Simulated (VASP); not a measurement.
The system is BN.

```
CELL_PARAMETERS angstrom
1.22558 0.70759 3.30408
-1.22558 0.70759 3.30408
0.00000 -1.41518 3.30408
ATOMIC_POSITIONS crystal
N 0.66724 0.66724 0.66724
B 0.00033 0.00033 0.00033
```

Base run:

```yaml
Program: VASP 6.6.1
Functional: r2SCAN
Potentials_or_basis: VASP PAW PBE potentials, release 64 (N, B)
Cutoff: 520 eV
k_mesh: 12 × 12 × 12
Occupations: fermi-dirac, width 0.05 eV
Spin: no spin polarisation
```

Its results: band gap on the k mesh 4.92 eV, indirect (least direct gap 5.56 eV); pressure 17.0 GPa.

Q: The run is repeated on the same cell with these changes: functional from r2SCAN to LDA; potentials or basis from VASP PAW PBE potentials, release 64 (N, B) to VASP PAW LDA potentials, release 64 (N, B). What comes out?

A: Band gap on the k mesh 4.16 eV, indirect (least direct gap 4.70 eV); pressure 12.4 GPa.

Caveats: the PAW data sets were made with another functional, which shifts forces and pressure a little (some runs).

A k mesh can miss the band edges.
